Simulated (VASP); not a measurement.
Sn, 1 atom in the cell. The structure is trigonal, space group R-3m (No. 166). Conventional cell: a = 5.223 Å, b = 5.223 Å, c = 3.454 Å, α = 90.00°, β = 90.00°, γ = 120.00°. Sn (site symmetry -3m) has 14 Sn at 3.23 to 3.79 Å within 4.2 Å.  This cell differs from its parent crystal: ratio of the length along [111] to the lengths across it x 1.08, volume and fractional coordinates fixed.

- Program: VASP 6.6.1
- Task: single point
- Functional: PBEsol
- Potentials or basis: VASP PAW PBE potentials, release 64 (Sn_d)
- Cutoff: 520 eV
- k mesh: 20 × 20 × 20
- Occupations: gaussian, width 0.15 eV
- Spin: no spin polarisation
- Dipole correction: no
- Further INCAR settings: ALGO = Fast; EDIFF = 1e-06; NBANDS = 13

Potentials or basis: VASP PAW PBE potentials, release 64 (Sn_d).

Launch:

```sh
$ cat potpaw_PBE.64/Sn_d/POTCAR > POTCAR
$ mpirun -np 1 vasp_std > vasp.out
```

Hardware: 1 thread of Intel Xeon 8259CL, on a shared host.

Estimate the wall time of this run.

It took 3.3 min on 1 thread of Intel Xeon 8259CL (shared host), peak memory 0.35 GiB. Counts: scf iterations 12, k points 781.
